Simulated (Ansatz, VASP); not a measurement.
**HfSi4: VASP beside Ansatz**

File INCAR:

```
SYSTEM = HfSi4
PREC = Accurate ; ENCUT = 600
EDIFF = 1E-6 ; ISMEAR = 0
SIGMA = 0.1 ; LREAL = .False.
LASPH = .True. ; NELM = 60
ALGO = Normal ; ISIF = 3
LWAVE = .False. ; LCHARG = .False.
GGA = PE ; IBRION = 2
NSW = 100 ; EDIFFG = -0.01
```

KPOINTS

```
regular mesh
0
Gamma
  12 12 8
  0 0 0
```

POSCAR

```
HfSi4
1.0
    4.9771348994      0.0000000000      0.0000000000
   -2.4885674497      4.3103252609      0.0000000000
    0.0000000000      0.0000000000      4.9227736470
Hf Si
1 4
Direct
    0.0000000000      0.0000000000      0.5000000000
    0.5000000000      0.0000000000      0.0000000000
    0.0000000000      0.5000000000      0.0000000000
    0.5000000000      0.5000000000      0.0000000000
    0.0000000000      0.0000000000      0.0000000000
```

Input for Ansatz:

```yaml
crystal:
  lattice:
    - [4.9771348994, 0.0, 0.0]
    - [-2.4885674497, 4.3103252609, 0.0]
    - [0.0, 0.0, 4.922773647]
  atoms:
    - { symbol: Hf, position: [0.0, 0.0, 0.5] }
    - { symbol: Si, position: [0.5, 0.0, 0.0] }
    - { symbol: Si, position: [0.0, 0.5, 0.0] }
    - { symbol: Si, position: [0.5, 0.5, 0.0] }
    - { symbol: Si, position: [0.0, 0.0, 0.0] }
basis:
  ecutwfc: 420
kpoints:
  mp_grid: { grid: [12, 12, 8] }
hamiltonian:
  xc: pbe
scf:
  occupations: { method: gaussian, width: 0.1 }
output:
  forces: true
  stress: true
  eigenvalues: true
relax:
  adjacent_minimum: "off"
  f_tol: 0.01
  max_steps: 80
  cell: { stress_tol: 0.05 }
```

Alike in both runs: task relaxation of cell and atoms; functional PBE; k mesh 12 × 12 × 8; occupations gaussian, width 0.1 eV; no spin polarisation.

```csv
,VASP,Ansatz
version,VASP 6.6.1,Ansatz 0.2.0
potentials or method,"VASP PAW PBE potentials, release 64 (Hf_pv, Si), cutoff 600 eV","scalar-relativistic, plane waves, PAW"
valence electrons in the cell,26,42
```

Ansatz gave:

* gap on the k mesh at the Fermi level, each at its own relaxed structure (eV): none
* relaxed volume (Å³/atom): 21.16
* relaxed cell length with the largest relative difference (Å): 4.977

Estimate VASP's values.

gap on the k mesh at the Fermi level, each at its own relaxed structure (eV): none; relaxed volume (Å³/atom): 21.13; relaxed cell length with the largest relative difference (Å): 4.975.

A gap of «none» marks a metal or a gap that the smearing closes. VASP's potentials hold 26 valence electrons a cell and Ansatz's 42, so a difference there can come from the potentials and not from the codes.

Spin-orbit coupling is off throughout.
